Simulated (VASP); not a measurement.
# Fe (Fd-3m) in VASP: further runs, part 2 of 2

VASP 6.6.1. The steps go on from the part before.

## Step 4: Single point, PBEsol, collinear spin, ferromagnetic start

Contents of INCAR:

```
PREC = Accurate
ENCUT = 520
EDIFF = 1E-7
ISMEAR = -1
SIGMA = 0.05
LREAL = F
LASPH = T
NELM = 150
ALGO = Normal
ISIF = 2
LWAVE = F
LCHARG = F
ISPIN = 2
MAGMOM = 2.5 2.5
LORBIT = 11
LMAXMIX = 4
GGA = PS
NBANDS = 19
```

Contents of KPOINTS:

```
Automatic mesh
0
Gamma
  11 11 11
```

Contents of POSCAR:

```
Fe
1.0
    0.0000000000      2.4024069726      2.4024069726
    2.4024069726      0.0000000000      2.4024069726
    2.4024069726      2.4024069726      0.0000000000
Fe
2
Direct
    0.1250000000      0.1250000000      0.1250000000
    0.8750000000      0.8750000000      0.8750000000
```

Potentials or basis: VASP PAW PBE potentials, release 64 (Fe).

The run is started by

```sh
cat potpaw_PBE.64/Fe/POTCAR > POTCAR
mpirun -np 1 vasp_std > vasp.out
```

OUTCAR:

```text
PREC = Accurate
   ENCUT = 520
   EDIFF = 1E-7
   ISMEAR = -1
   LREAL = F
   LASPH = T
   NELM = 150
   ISIF = 2
   ISPIN = 2
   LORBIT = 11
   GGA = PS

 ion  position               nearest neighbor table
   1  0.125  0.125  0.125-   2 2.08   2 2.08   2 2.08   2 2.08
   2  0.875  0.875  0.875-   1 2.08   1 2.08   1 2.08   1 2.08

  LATTYP: Found a face centered cubic cell.
 ALAT       =     4.8048139452

  Lattice vectors:

 A1 = (   0.0000000000,   2.4024069726,   2.4024069726)
 A2 = (   2.4024069726,   0.0000000000,   2.4024069726)
 A3 = (   2.4024069726,   2.4024069726,   0.0000000000)
[... 1273 lines left out ...]
  external PRESSURE =     -16.9997316 kB  Pullay stress =       0.0000000 kB

 VOLUME and BASIS-vectors are now :
 -----------------------------------------------------------------------------
  energy-cutoff  :      520.00
  volume of cell :       27.73
      direct lattice vectors                 reciprocal lattice vectors
     0.000000000  2.402406973  2.402406973    -0.208124604  0.208124604  0.208124604
     2.402406973  0.000000000  2.402406973     0.208124604 -0.208124604  0.208124604
     2.402406973  2.402406973  0.000000000     0.208124604  0.208124604 -0.208124604

 POSITION                                       TOTAL-FORCE (eV/Angst)
 -----------------------------------------------------------------------------------
      0.60060      0.60060      0.60060        -0.000000     -0.000000     -0.000000
      4.20421      4.20421      4.20421         0.000000      0.000000      0.000000
 -----------------------------------------------------------------------------------
    total drift:                                0.000000     -0.000000     -0.000000

  FREE ENERGIE OF THE ION-ELECTRON SYSTEM (eV)
  ---------------------------------------------------
  free  energy   TOTEN  =       -15.3194757494 eV

  energy  without entropy=      -15.2986245913  energy(sigma->0) =      -15.30905017

 total charge

# of ion       s       p       d       tot
------------------------------------------
    1        0.603   0.465   6.499   7.568
    2        0.603   0.465   6.499   7.568
--------------------------------------------------
tot          1.207   0.931  12.999  15.136

 magnetization (x)

# of ion       s       p       d       tot
------------------------------------------
    1       -0.000   0.000   0.000   0.000
    2       -0.000   0.000   0.000   0.000
--------------------------------------------------
tot         -0.000   0.000   0.000   0.000
```

OSZICAR:

```text
N       E                     dE             d eps       ncg     rms          rms(c)
DAV:   1     0.843356384444E+02    0.84336E+02   -0.68677E+03  4328   0.101E+03
DAV:   2    -0.120390298671E+02   -0.96375E+02   -0.84077E+02  4289   0.200E+02
DAV:   3    -0.157783643517E+02   -0.37393E+01   -0.35785E+01  4713   0.520E+01
DAV:   4    -0.158122388502E+02   -0.33874E-01   -0.33856E-01  4820   0.467E+00
DAV:   5    -0.158126587672E+02   -0.41992E-03   -0.41991E-03  4784   0.486E-01    0.169E+01
DAV:   6    -0.155015970147E+02    0.31106E+00   -0.61892E+00  5108   0.467E+01    0.324E+00
DAV:   7    -0.153267337033E+02    0.17486E+00   -0.70237E-01  5149   0.160E+01    0.239E+00
DAV:   8    -0.153224189923E+02    0.43147E-02   -0.17375E-02  5665   0.204E+00    0.957E-01
DAV:   9    -0.153200831109E+02    0.23359E-02   -0.35840E-03  5745   0.818E-01    0.474E-01
DAV:  10    -0.153194227609E+02    0.66035E-03   -0.72390E-04  5994   0.352E-01    0.850E-02
DAV:  11    -0.153194679976E+02   -0.45237E-04   -0.45897E-05  5193   0.982E-02    0.235E-02
DAV:  12    -0.153194756605E+02   -0.76629E-05   -0.36149E-06  5766   0.265E-02    0.165E-02
DAV:  13    -0.153194757634E+02   -0.10293E-06   -0.15133E-06  6240   0.219E-02    0.302E-03
DAV:  14    -0.153194757494E+02    0.14010E-07   -0.12048E-07  3690   0.364E-03
   1 F= -.15319476E+02 E0= -.15309050E+02  d E =-.208512E-01  mag=     0.0003
```

It took 59 s on 1 thread of Intel Xeon 6975P-C, shared host; peak memory 0.19 GiB.

What came out:

* Free energy: -15.3195 eV
* Pressure: -1.7 GPa
* Band gap on the k mesh: zero (filled and empty bands overlap)
* Net moment: 0.00 μB per cell
* Valence electrons inside the program's atomic spheres: Fe 7.57

Levels at points of the mesh, in eV from the Fermi level:
Spin up:
```csv
k point,band 5,band 6,band 7,band 8,band 9,band 10,band 11,band 12
"(0.00, 0.00, 0.00)",-2.56,-2.56,-0.42,-0.42,-0.42,1.32,1.32,14.69
```
Spin down:
| k point | band 4 | band 5 | band 6 | band 7 | band 8 | band 9 | band 10 | band 11 | band 12 | band 13 |
| --- | --- | --- | --- | --- | --- | --- | --- | --- | --- | --- |
| (0.00, 0.00, 0.00) | -2.56 | -2.56 | -2.56 | -0.42 | -0.42 | -0.42 | 1.32 | 1.32 | 14.69 | 14.69 |

Caveat: the starting moments collapsed, and a magnetic state may lie lower; the PAW data sets were made with another functional, which shifts forces and pressure a little.

## Step 5: Single point, PBEsol, collinear spin, ferromagnetic start (volume scaled by 0.88)

Contents of INCAR:

```
  PREC = Accurate
  ENCUT = 520
  EDIFF = 1E-7
  ISMEAR = -1
  SIGMA = 0.05
  LREAL = False
  LASPH = True
  NELM = 150
  ALGO = Normal
  ISIF = 2
  LWAVE = False
  LCHARG = True
  ISPIN = 2
  MAGMOM = 2.5 2.5
  LORBIT = 11
  LMAXMIX = 4
  GGA = PS
  LELF = True
  LVHAR = True
  NBANDS = 19
```

Contents of KPOINTS:

```
regular mesh
0
Gamma
  13 13 13
```

Contents of POSCAR:

```
Fe
1.0
    0.0000000000      2.3021880946      2.3021880946
    2.3021880946      0.0000000000      2.3021880946
    2.3021880946      2.3021880946      0.0000000000
Fe
2
Direct
    0.1250000000      0.1250000000      0.1250000000
    0.8750000000      0.8750000000      0.8750000000
```

The run is started by

```sh
cat potpaw_PBE.64/Fe/POTCAR > POTCAR
mpirun -np 1 vasp_std > vasp.out
```

It took 43 s on 1 thread of Intel Xeon 6975P-C, shared host; peak memory 0.18 GiB.

Results (log left out):

- Free energy: -15.1013 eV
- Pressure: 25.8 GPa
- Band gap on the k mesh: zero (filled and empty bands overlap)
- Net moment: 0.00 μB per cell
- Valence electrons inside the program's atomic spheres: Fe 7.86

Levels at points of the mesh, in eV from the Fermi level:
Spin up:
```
           k point  band 6  band 7  band 8  band 9  band 10  band 11
(0.00, 0.00, 0.00)   -2.94   -0.48   -0.48   -0.48     1.61     1.61
```
Spin down:
| k point | band 5 | band 6 | band 7 | band 8 | band 9 | band 10 | band 11 | band 12 |
| --- | --- | --- | --- | --- | --- | --- | --- | --- |
| (0.00, 0.00, 0.00) | -2.94 | -2.94 | -0.48 | -0.48 | -0.48 | 1.61 | 1.61 | 15.96 |

Caveat: the starting moments collapsed, and a magnetic state may lie lower; the PAW data sets were made with another functional, which shifts forces and pressure a little.
